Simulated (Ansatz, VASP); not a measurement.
# TaN in VASP and in Ansatz

POSCAR

```
TaN
1.0
    2.9379988584      0.0000000000      0.0000000000
   -1.4689994292      2.5443816477      0.0000000000
    0.0000000000      0.0000000000      2.8830000000
Ta N
1 1
Direct
    0.3333333333      0.6666666667      0.5000000000
   -0.0196511400     -0.0393022800     -0.0346860909
```

INCAR.step1

```
SYSTEM = TaN
  ALGO = Normal
  EDIFF = 1E-4
  ENCUT = 520
  GGA = PE
  ISMEAR = 0
  LASPH = .True.
  LCHARG = .False.
  LREAL = .False.
  LWAVE = .True.
  NBANDS = 15
  NELM = 100
  PREC = Accurate
  SIGMA = 0.15
```

The input INCAR.step2:

```
SYSTEM = TaN
  ALGO = Normal
  EDIFF = 1E-6
  ENCUT = 520
  ISIF = 2
  ISMEAR = 0
  ISTART = 1
  LASPH = .True.
  LCHARG = .True.
  LELF = .True.
  LMIXTAU = .True.
  LREAL = .False.
  LVHAR = .True.
  LWAVE = .False.
  METAGGA = R2SCAN
  NBANDS = 15
  NELM = 100
  PREC = Accurate
  SIGMA = 0.15
```

KPOINTS

```
k-points
0
Gamma
  18 18 16
  0 0 0
```

Input for Ansatz:

```yaml
crystal:
  lattice:
    - [2.9379988584, 0.0, 0.0]
    - [-1.4689994292, 2.5443816477, 0.0]
    - [0.0, 0.0, 2.883]
  atoms:
    - { symbol: Ta, position: [0.3333333333, 0.6666666667, 0.5] }
    - { symbol: "N", position: [-0.01965114, -0.03930228, -0.0346860909] }
basis:
  ecutwfc: 500
kpoints:
  mp_grid: { grid: [18, 18, 16] }
hamiltonian:
  xc: r2scan
scf:
  occupations: { method: gaussian, width: 0.15 }
output:
  forces: true
  stress: true
  eigenvalues: true
```

Alike in both runs: task single point; functional r2SCAN; k mesh 18 × 18 × 16; occupations gaussian, width 0.15 eV; no spin polarisation.

|  | VASP | Ansatz |
| --- | --- | --- |
| version | VASP 6.6.1 | Ansatz 0.2.0 |
| potentials or method | VASP PAW PBE potentials, release 64 (Ta_pv, N), cutoff 520 eV | scalar-relativistic, plane waves, PAW |
| valence electrons in the cell | 16 | 18 |

Ansatz gave:

| Item | Value |
| --- | --- |
| gap on the k mesh at the Fermi level (eV) | none |
| pressure (GPa) | 3.2 |
| traceless stress, the component that is largest in VASP (GPa) | 3.18 |
| rms of the force components (eV/Å) | 1.149 |

**Question.** What did VASP give for the same quantities?

**Answer.** gap on the k mesh at the Fermi level (eV): none; pressure (GPa): 4.9; traceless stress, the component that is largest in VASP (GPa): 3.22; rms of the force components (eV/Å): 1.153.

VASP's potentials were made for PBE, not for r2SCAN. Atom by atom the forces differ by 0.006 eV/Å (rms over components). A gap of «none» marks a metal or a gap that the smearing closes. VASP's potentials hold 16 valence electrons a cell and Ansatz's 18, so a difference there can come from the potentials and not from the codes.

Neither program's run includes spin-orbit coupling.
